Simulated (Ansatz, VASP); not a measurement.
# TiSi2: VASP beside Ansatz

Contents of INCAR:

```
PREC     = Accurate       # precision mode
ENCUT    = 600            # plane-wave cutoff, eV
EDIFF    = 1E-6           # SCF threshold, eV
ISMEAR   = -1             # smearing method
SIGMA    = 0.05           # smearing width, eV
LREAL    = False          # projectors in reciprocal space
LASPH    = True           # aspherical terms in the spheres
NELM     = 100            # most SCF steps
ALGO     = Normal         # electronic algorithm
ISIF     = 3              # what is computed and relaxed
LWAVE    = False          # write WAVECAR
LCHARG   = False          # write CHGCAR
GGA      = PS             # functional
IBRION   = 2              # ionic algorithm
NSW      = 80             # ionic steps
EDIFFG   = -0.02          # ionic threshold
```

File KPOINTS:

```
regular mesh
0
Gamma
  6 6 8
```

Contents of POSCAR:

```
TiSi2
1.0
    4.3746400000      0.0000000000      0.0000000000
   -2.1873200000      3.7885500000      0.0000000000
    0.0000000000      0.0000000000      2.5610100000
Ti Si
1 2
Direct
    0.0000000000      0.0000000000      0.0000000000
    0.3333300000      0.6666700000      0.5000000000
    0.6666700000      0.3333300000      0.5000000000
```

input.yaml

```yaml
crystal:
  lattice:
    - [4.37464, 0.0, 0.0]
    - [-2.18732, 3.78855, 0.0]
    - [0.0, 0.0, 2.56101]
  atoms:
    - { symbol: Ti, position: [0.0, 0.0, 0.0] }
    - { symbol: Si, position: [0.33333, 0.66667, 0.5] }
    - { symbol: Si, position: [0.66667, 0.33333, 0.5] }
kpoints:
  mp_grid: { grid: [6, 6, 8] }
scf:
  occupations: { method: fermi_dirac, width: 0.05 }
hamiltonian:
  xc: pbesol
  pseudopotentials: { kind: all_electron, lapw: { basis_error: 0.002 } }
output:
  forces: true
  stress: true
relax:
  f_tol: 0.02
  max_steps: 60
  cell: {}
```

Alike in both runs: task relaxation of cell and atoms; functional PBEsol; k mesh 6 × 6 × 8; occupations fermi-dirac, width 0.05 eV; no spin polarisation.

|  | VASP | Ansatz |
| --- | --- | --- |
| version | VASP 6.6.1 | Ansatz 0.2.0 |
| potentials or method | VASP PAW PBE potentials, release 64 (Ti_sv, Si), cutoff 600 eV | all-electron LAPW, scalar-relativistic |

Ansatz gave:

* relaxed volume (Å³/atom): 13.68
* relaxed length of the cell vector where the two differ most in proportion (Å): 4.316

What did VASP give for the same quantities?

Relaxed volume (Å³/atom): 13.68; relaxed length of the cell vector where the two differ most in proportion (Å): 4.317.

VASP's potentials were made for PBE, not for PBEsol. Ansatz ran all-electron here, and VASP with PAW potentials.

Noted on Ansatz's run: the k mesh is thin for a metal, which can move the energy by tens of meV per atom.
